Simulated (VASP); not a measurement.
Write the native input for VASP 6.6.1 that does the following.

| Item | Value |
| --- | --- |
| Task | single point |
| Functional | LDA |
| Potentials or basis | VASP PAW LDA potentials, release 64 (Ir) |
| Cutoff | 520 eV |
| k mesh | 15 × 15 × 1 |
| Occupations | fermi-dirac, width 0.08 eV |
| Spin | no spin polarisation |
| Dipole correction | yes |
| Further INCAR settings | ALGO = Normal; EDIFF = 1e-06; NBANDS = 30 |

The structure of Ir lies in POSCAR:

```
Ir
1.0
    2.6954010160      0.0000000000      0.0000000000
   -1.3477005080      2.3342857532      0.0000000000
    0.0000000000      0.0000000000     24.8031000000
Ir
5
Direct
    0.8333333330      0.1666666670      0.3225394639
    0.1666666670      0.8333333330      0.4112697317
    0.5000000000      0.5000000000      0.5000000000
    0.8333333330      0.1666666670      0.5887302683
    0.1666666670      0.8333333330      0.6774605361
```

The input as run:

INCAR

```
SYSTEM = Ir
  PREC = Accurate
  ENCUT = 520
  EDIFF = 1E-6
  ISMEAR = -1
  SIGMA = 0.08
  LREAL = .False.
  LASPH = .True.
  NELM = 80
  ALGO = Normal
  ISIF = 2
  LWAVE = .False.
  LCHARG = .False.
  LDIPOL = .True.
  IDIPOL = 3
  DIPOL = 0.5 0.5 0.500
  NBANDS = 30
```

KPOINTS

```
regular mesh
0
Gamma
  15 15 1
  0 0 0
```

Potentials or basis: VASP PAW LDA potentials, release 64 (Ir).

The run is started by

```console
$ cat potpaw_LDA.64/Ir/POTCAR > POTCAR
$ mpirun -np 1 vasp_std > vasp.out
```

It gave:

```json
{
  "Largest force": "0.429 eV/Å",
  "Band gap on the k mesh": "zero (an odd number of electrons rules out a gap without spin polarisation)"
}
```

Caveat: spin-orbit coupling is left out, which moves the levels of the heavy elements.

Wall time 5.6 min on 1 thread of Intel(R) Xeon(R) Platinum 8375C CPU @ 2.90GHz (Ice Lake), on a shared host, peak memory 0.26 GiB.
